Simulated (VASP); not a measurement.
# InPd (Pm-3m) in VASP: a series of runs

InPd is run at these levels: r2SCAN, LDA; tasks: single point, relaxation of cell and atoms.

Program: VASP 6.6.1. These are calculated values, not measurements. Logs are shortened: lines on timing, memory, paths and dates and some standing lists are left out, and cuts for length are marked.

### 1 The cell of the first run

The structure is cubic, space group Pm-3m (No. 221). The conventional cell has a = 3.269 Å, b = 3.269 Å, c = 3.269 Å, α = 90.00°, β = 90.00°, γ = 90.00°. In (site symmetry m-3m) has 8 Pd at 2.83 Å and 6 In at 3.27 Å within 3.7 Å. Within 3.7 Å of Pd (site symmetry m-3m) lie 8 In at 2.83 Å and 6 Pd at 3.27 Å.

### 2 Single point, r2SCAN

Input file POSCAR:

```
InPd
1.0
    3.2693381017      0.0000000000      0.0000000000
    0.0000000000      3.2693381017      0.0000000000
    0.0000000000      0.0000000000      3.2693381017
In Pd
1 1
Direct
    0.0000000000      0.0000000000      0.0000000000
    0.5000000000      0.5000000000      0.5000000000
```

Input file INCAR.step1:

```
PREC     = Accurate       # precision mode
ENCUT    = 520            # plane-wave cutoff, eV
ISMEAR   = -1             # smearing method
SIGMA    = 0.1            # smearing width, eV
LREAL    = F              # projectors in reciprocal space
LASPH    = T              # aspherical terms in the spheres
NELM     = 80             # most SCF steps
NBANDS   = 18             # bands
GGA      = PE             # functional
ALGO     = Normal         # electronic algorithm
EDIFF    = 1E-4           # SCF threshold, eV
LWAVE    = T              # write WAVECAR
LCHARG   = F              # write CHGCAR
```

Input file INCAR.step2:

```
PREC     = Accurate       # precision mode
ENCUT    = 520            # plane-wave cutoff, eV
EDIFF    = 1E-6           # SCF threshold, eV
ISMEAR   = -1             # smearing method
SIGMA    = 0.1            # smearing width, eV
LREAL    = F              # projectors in reciprocal space
LASPH    = T              # aspherical terms in the spheres
NELM     = 80             # most SCF steps
ALGO     = Normal         # electronic algorithm
ISIF     = 2              # what is computed and relaxed
LWAVE    = F              # write WAVECAR
LCHARG   = F              # write CHGCAR
METAGGA  = R2SCAN         # meta-GGA
LMIXTAU  = T            
NBANDS   = 18             # bands
ISTART   = 1
```

Input file KPOINTS:

```
regular mesh
0
Gamma
  6 6 6
```

Potentials or basis: VASP PAW PBE potentials, release 64 (In_d, Pd).

On the command line:

```sh
> cat potpaw_PBE.64/In_d/POTCAR potpaw_PBE.64/Pd/POTCAR > POTCAR
> cp INCAR.step1 INCAR
> mpirun -np 1 vasp_std > vasp.out
> cp INCAR.step2 INCAR
> mpirun -np 1 vasp_std > vasp.out
```

OUTCAR:

```text
PREC = Accurate
   ENCUT = 520
   EDIFF = 1E-6
   ISMEAR = -1
   LREAL = F
   LASPH = T
   NELM = 80
   ISIF = 2
   METAGGA = R2SCAN
   ISTART = 1

 ion  position               nearest neighbor table
   1  0.000  0.000  0.000-   2 2.83   2 2.83   2 2.83   2 2.83   2 2.83   2 2.83   2 2.83   2 2.83

   2  0.500  0.500  0.500-   1 2.83   1 2.83   1 2.83   1 2.83   1 2.83   1 2.83   1 2.83   1 2.83

  LATTYP: Found a simple cubic cell.
 ALAT       =     3.2693381017

  Lattice vectors:

 A1 = (   3.2693381017,   0.0000000000,   0.0000000000)
 A2 = (   0.0000000000,   3.2693381017,   0.0000000000)
 A3 = (   0.0000000000,   0.0000000000,   3.2693381017)

Analysis of symmetry for initial positions (statically):
=====================================================================
 Subroutine PRICEL returns:
 Original cell was already a primitive cell.

 Routine SETGRP: Setting up the symmetry group for a
 simple cubic supercell.

 Subroutine GETGRP returns: Found 48 space group operations
 (whereof 48 operations were pure point group operations)
 out of a pool of 48 trial point group operations.

The static configuration has the point symmetry O_h .

Analysis of symmetry for dynamics (positions and initial velocities):
=====================================================================
 Subroutine PRICEL returns:
 Original cell was already a primitive cell.

 Routine SETGRP: Setting up the symmetry group for a
 simple cubic supercell.

 Subroutine GETGRP returns: Found 48 space group operations
 (whereof 48 operations were pure point group operations)
 out of a pool of 48 trial point group operations.

The dynamic configuration has the point symmetry O_h .

 Subroutine INISYM returns: Found 48 space group operations
 (whereof 48 operations are pure point group operations),
 and found     1 'primitive' translations

----------------------------------------------------------------------------------------

                                     Primitive cell

  volume of cell :      34.9446

  direct lattice vectors                    reciprocal lattice vectors
     3.269338102  0.000000000  0.000000000     0.305872311  0.000000000  0.000000000
     0.000000000  3.269338102  0.000000000     0.000000000  0.305872311  0.000000000
     0.000000000  0.000000000  3.269338102     0.000000000  0.000000000  0.305872311

  length of vectors
     3.269338102  3.269338102  3.269338102     0.305872311  0.305872311  0.305872311

  position of ions in fractional coordinates (direct lattice)
     0.000000000  0.000000000  0.000000000
[... 72 lines left out ...]
   NELM   =     80;   NELMIN=  2; NELMDL=  0     # of ELM steps
   EDIFF  = 0.1E-05   stopping-criterion for ELM
   LREAL  =      F    real-space projection
   EDIFFG = 0.1E-04   stopping-criterion for IOM
   NSW    =      0    number of steps for IOM
   IBRION =     -1    ionic relax: 0-MD 1-quasi-New 2-CG
   NFREE  =      0    steps in history (QN), initial steepest desc. (CG)
   ISIF   =      2    stress and relaxation
   ISYM   =      2    0-nonsym 1-usesym 2-fastsym
   POTIM  = 0.5000    time-step for ionic-motion
   TEBEG  =    0.0;   TEEND  =   0.0 temperature during run
   PSTRESS=    0.0 pullay stress
   NELECT =      23.0000    total number of electrons
   NUPDOWN=      -1.0000    fix difference up-down
   EMIN   =  10.00;   EMAX   =-10.00  energy-range for DOS
   EFERMI =   0.00;   METHOD = LEGACY
   ISMEAR =    -1;   SIGMA  =   0.10  broadening in eV -4-tet -1-fermi 0-gaus
   EFERMI_NEDOS =   21; number of points for ismear=-14 and -15
   IALGO  =     38    algorithm
   IMIX   =      4    mixing-type and parameters
     AMIX     =   0.40;   BMIX     =  1.00
     AMIX_MAG =   1.60;   BMIX_MAG =  1.00
  volume/ion in A,a.u.               =      17.47       117.91
  Fermi-wavevector in a.u.,A,eV,Ry     =   1.424047  2.691058 27.591382  2.027909
  Thomas-Fermi vector in A             =   2.544580
   LORBIT       =      0    0 simple, 1 ext, 2 COOP (PROOUT), +10 PAW based schemes
   METAGGA = R2SCAN    functional components
   LHFCALC =     F    Hartree Fock is set to
   AEXX    =    0.0000 exact exchange contribution
   IVDW    =     0    specifies the selected vdW correction
   LEPSILON=     F    determine dielectric tensor
   LRPA    =     F    only Hartree local field effects (RPA)
 non-spin polarized calculation
  energy-cutoff  :      520.00
  volume of cell :       34.94
 maximum number of plane-waves:       968
   NGX = 13   NGY = 13   NGZ = 13

 number of electron      22.9999996 magnetization

 Free energy of the ion-electron system (eV)
  ---------------------------------------------------
  ext. energy  EPLUGINS =         0.00000000
  ---------------------------------------------------
  free energy    TOTEN  =       -46.62201476 eV

  energy without entropy =      -46.59122228  energy(sigma->0) =      -46.60661852

 E-fermi :  10.5022     XC(G=0): -13.2624

 val. band max:       10.3484798973   @ k =   0.5000   0.3333   0.3333
 cond. band min:      10.5822755065   @ k =   0.5000   0.3333   0.3333
 fundamental gap:      0.2337956092
 Fermi energy:        10.5021555366

 k-point     1 :       0.0000    0.0000    0.0000
  band No.  band energies     occupation
      1      -5.1062      2.00000
      2      -5.1062      2.00000
      3      -4.6789      2.00000
      4      -4.6789      2.00000
      5      -4.6789      2.00000
      6      -0.0285      2.00000
[... 397 lines left out ...]
      5      -4.4514      2.00000
      6       5.3083      2.00000
[... 10 lines left out ...]
     17      15.0254      0.00000
     18      16.5651      0.00000

------------------------ aborting loop because EDIFF is reached ----------------------------------------

  FORCE on cell =-STRESS in cart. coord.  units (eV):
  Direction    XX          YY          ZZ          XY          YZ          ZX
  --------------------------------------------------------------------------------------
  -------------------------------------------------------------------------------------
  Total        0.1198846      0.1198846      0.1198846     -0.0000000      0.0000000      0.0000000
  in kB        5.4966025      5.4966025      5.4966025     -0.0000000      0.0000000      0.0000000
  external PRESSURE =       5.4966025 kB  Pullay stress =       0.0000000 kB

 VOLUME and BASIS-vectors are now :
 -----------------------------------------------------------------------------
  energy-cutoff  :      520.00
  volume of cell :       34.94
      direct lattice vectors                 reciprocal lattice vectors
     3.269338102  0.000000000  0.000000000     0.305872311  0.000000000  0.000000000
     0.000000000  3.269338102  0.000000000     0.000000000  0.305872311  0.000000000
     0.000000000  0.000000000  3.269338102     0.000000000  0.000000000  0.305872311

 POSITION                                       TOTAL-FORCE (eV/Angst)
 -----------------------------------------------------------------------------------
      0.00000      0.00000      0.00000         0.000000      0.000000      0.000000
      1.63467      1.63467      1.63467         0.000000      0.000000      0.000000
 -----------------------------------------------------------------------------------
    total drift:                                0.000000      0.000000     -0.000000

  FREE ENERGIE OF THE ION-ELECTRON SYSTEM (eV)
  ---------------------------------------------------
  free  energy   TOTEN  =       -46.6220147624 eV

  energy  without entropy=      -46.5912222822  energy(sigma->0) =      -46.60661852
```

OSZICAR.step1:

```text
N       E                     dE             d eps       ncg     rms          rms(c)
DAV:   1     0.165567768300E+03    0.16557E+03   -0.11151E+04   736   0.163E+03
DAV:   2    -0.304219873910E+00   -0.16587E+03   -0.15870E+03   740   0.362E+02
DAV:   3    -0.873067109116E+01   -0.84265E+01   -0.83586E+01   800   0.879E+01
DAV:   4    -0.892270004085E+01   -0.19203E+00   -0.19190E+00   840   0.117E+01
DAV:   5    -0.893114411698E+01   -0.84441E-02   -0.84435E-02  1016   0.244E+00    0.652E+00
DAV:   6    -0.875988918163E+01    0.17125E+00   -0.39539E-01   806   0.830E+00    0.310E+00
DAV:   7    -0.872594913200E+01    0.33940E-01   -0.57596E-02   930   0.439E+00    0.146E+00
DAV:   8    -0.871854194770E+01    0.74072E-02   -0.21051E-02   810   0.132E+00    0.379E-01
DAV:   9    -0.871783569299E+01    0.70625E-03   -0.17873E-03   922   0.664E-01    0.658E-02
DAV:  10    -0.871783886585E+01   -0.31729E-05   -0.30270E-05   428   0.905E-02
   1 F= -.87178389E+01 E0= -.87017898E+01  d E =-.320981E-01
```

Wall time 23 s (1 thread of Intel Xeon Platinum 8488C (Sapphire Rapids), shared host); peak memory 0.15 GiB.

Results:

* Free energy: -46.6220 eV
* Pressure: 0.5 GPa

Levels at points of the mesh, in eV from the Fermi level:
```tsv
k point	band 7	band 8	band 9	band 10	band 11	band 12	band 13	band 14	band 15	band 16
(0.00, 0.00, 0.00)	-4.10	-4.10	-2.48	-2.48	-2.48	4.45	4.45	4.45	10.09	10.84
(0.50, 0.00, 0.00)	-6.35	-4.08	-3.50	-3.50	-2.56	-1.27	10.06	10.06	10.15	11.16
(0.50, 0.50, 0.00)	-3.76	-2.92	-2.92	-2.50	-2.50	-1.91	1.56	2.55	10.07	11.88
(0.50, 0.50, 0.50)	-5.19	-5.19	-1.87	-1.87	0.20	3.90	3.90	3.90	4.52	4.52
```

Caveat: the PAW data sets were made with another functional, which shifts forces and pressure a little; spin-orbit coupling is left out, which moves the levels of the heavy elements.

### 3 Single point, LDA

Input file INCAR:

```
PREC = Accurate
ENCUT = 520
EDIFF = 1E-6
ISMEAR = -1
SIGMA = 0.1
LREAL = False
LASPH = True
NELM = 60
ALGO = Normal
ISIF = 2
LWAVE = False
LCHARG = True
GGA = CA
LELF = True
LVHAR = True
NBANDS = 18
```

Input file KPOINTS:

```
Automatic mesh
0
Gamma
  8 8 8
```

POSCAR is that of step 2.

Potentials or basis: VASP PAW LDA potentials, release 64 (In_d, Pd).

On the command line:

```sh
> cat potpaw_LDA.64/In_d/POTCAR potpaw_LDA.64/Pd/POTCAR > POTCAR
> mpirun -np 1 vasp_std > vasp.out
```

Run time: 12 s. Hardware: 1 thread of Intel Xeon Platinum 8488C (Sapphire Rapids), shared host; peak memory 0.14 GiB.

Results (log left out):

```yaml
Free_energy: -10.7821 eV
Pressure: -6.3 GPa
```

Levels at points of the mesh, in eV from the Fermi level:
```
           k point  band 10  band 11  band 12  band 13  band 14  band 15
(0.00, 0.00, 0.00)    -2.22    -2.22     4.19     4.19     4.19     9.35
(0.50, 0.00, 0.00)    -3.22    -2.30    -1.06     9.54     9.54    10.06
(0.50, 0.50, 0.00)    -2.29    -2.29    -1.63     1.47     2.50     9.38
(0.50, 0.50, 0.50)    -1.59    -0.18     3.87     3.87     3.87     4.46
```

Caveat: spin-orbit coupling is left out, which moves the levels of the heavy elements.

### 4 Relaxation of cell and atoms, r2SCAN

This run uses another cell than the first one, of 17.51 Å³/atom, 1.002 times its volume.

Input file POSCAR:

```
InPd
1.0
    3.2718847800      0.0000000000      0.0000000000
    0.0000000000      3.2718847800      0.0000000000
    0.0000000000      0.0000000000      3.2718847800
In Pd
1 1
Direct
    0.0000000000      0.0000000000      0.0000000000
    0.5000000000      0.5000000000      0.5000000000
```

Input file INCAR.step1:

```
SYSTEM = InPd
ALGO = Normal
EDIFF = 1E-4
ENCUT = 600
GGA = PE
ISMEAR = -1
LASPH = .True.
LCHARG = .False.
LREAL = .False.
LWAVE = .True.
NELM = 100
PREC = Accurate
SIGMA = 0.1
```

Input file INCAR.step2:

```
SYSTEM = InPd
ALGO = Normal
EDIFF = 1E-6
EDIFFG = -0.02
ENCUT = 600
IBRION = 2
ISIF = 3
ISMEAR = -1
ISTART = 1
LASPH = .True.
LCHARG = .False.
LMIXTAU = .True.
LREAL = .False.
LWAVE = .False.
METAGGA = R2SCAN
NELM = 100
NSW = 60
PREC = Accurate
SIGMA = 0.1
```

Input file KPOINTS:

```
k-points
0
Gamma
  6 6 6
  0 0 0
```

Potentials or basis: VASP PAW PBE potentials, release 64 (In_d, Pd).

On the command line:

```sh
> cat potpaw_PBE.64/In_d/POTCAR potpaw_PBE.64/Pd/POTCAR > POTCAR
> cp INCAR.step1 INCAR
> mpirun -np 1 vasp_std > vasp.out
> cp INCAR.step2 INCAR
> mpirun -np 1 vasp_std > vasp.out
```

Wall time 60 s (1 thread of Intel Xeon Platinum 8488C (Sapphire Rapids), shared host); peak memory 0.18 GiB.

The run converged. Its results:

| Quantity | Value |
| --- | --- |
| Free energy | -46.6219 eV |
| Relaxed volume | 17.59 Å³/atom |
| Relaxed cell | a = 3.277 Å, b = 3.277 Å, c = 3.277 Å, α = 90.00°, β = 90.00°, γ = 90.00° |
| Space group after relaxing (to 0.05 Å) | Pm-3m (No. 221) |
| Energy gained by relaxing | 0.0 meV/atom |
| Ionic steps | 2 |
| Pressure after relaxing | -0.2 GPa |

Final structure:
```xyz
2
Lattice="3.2767 0.0000 0.0000 0.0000 3.2767 0.0000 0.0000 0.0000 3.2767" Properties=species:S:1:pos:R:3 pbc="T T T"
In    0.0000    0.0000    0.0000
Pd    1.6384    1.6384    1.6384
```

Levels at points of the mesh, in eV from the Fermi level:
```csv
k point,band 8,band 9,band 10,band 11,band 12,band 13,band 14,band 15
"(0.00, 0.00, 0.00)",-4.07,-2.46,-2.46,-2.46,4.44,4.44,4.44,10.00
"(0.50, 0.00, 0.00)",-4.04,-3.47,-3.47,-2.54,-1.27,10.00,10.00,10.13
"(0.50, 0.50, 0.00)",-2.89,-2.89,-2.47,-2.47,-1.89,1.53,2.53,10.02
"(0.50, 0.50, 0.50)",-5.15,-1.85,-1.85,0.17,3.89,3.89,3.89,4.50
```

Caveat: the PAW data sets were made with another functional, which shifts forces and pressure a little; spin-orbit coupling is left out, which moves the levels of the heavy elements.

### 5 The runs side by side

| task | level | potentials or basis | cell | k mesh | cutoff (eV) | gap on the mesh (eV) | pressure (GPa) |
| --- | --- | --- | --- | --- | --- | --- | --- |
| single point | r2SCAN | VASP PAW PBE potentials, release 64 (In_d, Pd) | a = 3.269 Å, 2 atoms | 6 × 6 × 6 | 520 | none | 0.5 |
| single point | LDA | VASP PAW LDA potentials, release 64 (In_d, Pd) | a = 3.269 Å, 2 atoms | 8 × 8 × 8 | 520 | none | -6.3 |
| relaxation of cell and atoms | r2SCAN | VASP PAW PBE potentials, release 64 (In_d, Pd) | relaxed from a = 3.272 Å, 2 atoms | 6 × 6 × 6 | 600 | none | -0.2 |

Alike in all rows: no spin polarisation; smearing fermi-dirac 0.1 eV.

Caveats: spin-orbit coupling is left out, which moves the levels of the heavy elements; the PAW data sets were made with another functional, which shifts forces and pressure a little (some runs).

Total energies depend on the potentials used, so only differences within one code and one set of settings carry meaning.
